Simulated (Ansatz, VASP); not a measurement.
**TaMo3: VASP beside Ansatz**

```
Ta Mo
1.0
     4.06602    0.00000    0.00000
     0.00000    4.06602    0.00000
     0.00000    0.00000    4.06602
Ta Mo
1 3
Direct
  0.00000 0.00000 0.00000
  0.00000 0.50000 0.50000
  0.50000 0.00000 0.50000
  0.50000 0.50000 0.00000
```

Change from the starting cell: species swapped into the HoTl3 type (Pm-3m, No. 221).

Alike in both runs: functional PBE; k mesh 4 × 4 × 4; occupations gaussian, width 0.1 eV; no spin polarisation.

Ansatz relaxed the structure, and its values are those at the end. VASP's run is a single point on that final structure, the one shown.

|  | VASP | Ansatz |
| --- | --- | --- |
| version | VASP 6.6.1 | Ansatz 0.2.0 |
| potentials or method | VASP PAW PBE potentials, release 64 (Ta_pv, Mo_sv), cutoff 520 eV | scalar-relativistic, plane waves, PAW |
| valence electrons in the cell | 53 | 55 |

Ansatz gave:

* gap on the k mesh at the Fermi level (eV): none
* pressure (GPa): 0.0

Question: Which values does VASP return?

Answer: gap on the k mesh at the Fermi level (eV): none; pressure (GPa): 0.4.

A gap of «none» marks a metal or a gap that the smearing closes. VASP's potentials hold 53 valence electrons a cell and Ansatz's 55, so a difference there can come from the potentials and not from the codes.

The k mesh is coarse, so the values compare programs but aren't converged. Neither program's run includes spin-orbit coupling.
